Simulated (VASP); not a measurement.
Input of a VASP 6.6.1 run:

The input INCAR:

```
SYSTEM = Ge
  PREC = Accurate
  ENCUT = 520
  EDIFF = 1E-6
  ISMEAR = -1
  SIGMA = 0.05
  LREAL = .False.
  LASPH = .True.
  NELM = 150
  ALGO = Normal
  ISIF = 2
  LWAVE = .False.
  LCHARG = .False.
  ISPIN = 2
  MAGMOM = 0.5 -0.5
  LORBIT = 11
  GGA = RP
  NBANDS = 25
```

File KPOINTS:

```
regular mesh
0
Gamma
  8 8 8
  0 0 0
```

Contents of POSCAR:

```
Ge
1.0
    0.0000000000      2.8476450493      2.8476450493
    2.8476450493      0.0000000000      2.8476450493
    2.8476450493      2.8476450493      0.0000000000
Ge
2
Direct
    0.7500000000      0.7500000000      0.7500000000
    0.5000000000      0.5000000000      0.5000000000
```

Potentials or basis: VASP PAW PBE potentials, release 64 (Ge_d).

Run with:

```console
$ cat potpaw_PBE.64/Ge_d/POTCAR > POTCAR
$ mpirun -np 1 vasp_std > vasp.out
```

Predict the pressure.

3.9 GPa.

What does it give for the net moment?

0.00 μB per cell.

Estimate the band gap on the k mesh.

zero (filled and empty bands touch).

Caveat: the PAW data sets were made with another functional, which shifts forces and pressure a little.
